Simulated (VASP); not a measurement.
Here is a VASP 6.6.1 calculation.

File INCAR:

```
SYSTEM = Ba2C3
PREC = Accurate ; ENCUT = 520
EDIFF = 1E-7 ; ISMEAR = 0
SIGMA = 0.1 ; LREAL = .False.
LASPH = .True. ; NELM = 100
ALGO = Normal ; ISIF = 2
LWAVE = .False. ; LCHARG = .False.
GGA = PE ; NBANDS = 24
```

File KPOINTS:

```
regular mesh
0
Gamma
  8 8 8
  0 0 0
```

The input POSCAR:

```
Ba2C3
1.0
    4.7857087020      0.0000000000      0.0000000000
    0.0000000000      4.7857087020      0.0000000000
    0.0000000000      0.0000000000      4.7857087020
Ba C
2 3
Direct
    0.5000000000      0.5000000000      0.5000000000
    0.0000000000      0.0000000000      0.0000000000
    0.5000000000      0.0000000000      0.0000000000
    0.0000000000      0.5000000000      0.0000000000
    0.0000000000      0.0000000000      0.5000000000
```

Potentials or basis: VASP PAW PBE potentials, release 64 (Ba_sv, C).

The run is started by

```bash
$ cat potpaw_PBE.64/Ba_sv/POTCAR potpaw_PBE.64/C/POTCAR > POTCAR
$ mpirun -np 1 vasp_std > vasp.out
```

(1) Predict the pressure.

(2) Estimate the band gap on the k mesh.

## Answers

(1) 2.4 GPa.

(2) zero (bands 16 and 17 overlap by 0.78 eV).

Caveat: spin-orbit coupling is left out, which moves the levels of the heavy elements.
